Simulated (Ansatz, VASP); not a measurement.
**Fe: VASP beside Ansatz**

```
CELL_PARAMETERS angstrom
-1.36502 1.36502 1.36502
1.36502 -1.36502 1.36502
1.36502 1.36502 -1.36502
ATOMIC_POSITIONS crystal
Fe 0.00000 0.00000 0.00000
```

Alike in both runs: task single point; functional r2SCAN; k mesh 3 × 3 × 3; occupations fermi-dirac, width 0.1 eV; no spin polarisation.

|  | VASP | Ansatz |
| --- | --- | --- |
| version | VASP 6.6.1 | Ansatz 0.2.0 |
| potentials or method | VASP PAW PBE potentials, release 64 (Fe), cutoff 660 eV | plane waves (500 eV) with PAW, scalar-relativistic |
| valence electrons in the cell | 8 | 16 |

|  | VASP | Ansatz | Ansatz less VASP |
| --- | --- | --- | --- |
| pressure (GPa) | 20.5 | 20.4 | -0.16 |

VASP's potentials were made for PBE, not for r2SCAN. The functional is the same, so the differences come from potentials, cutoffs and numerics. VASP's potentials hold 8 valence electrons a cell and Ansatz's 16, so a difference there can come from the potentials and not from the codes.

The k mesh is coarse, so the values compare programs but aren't converged.
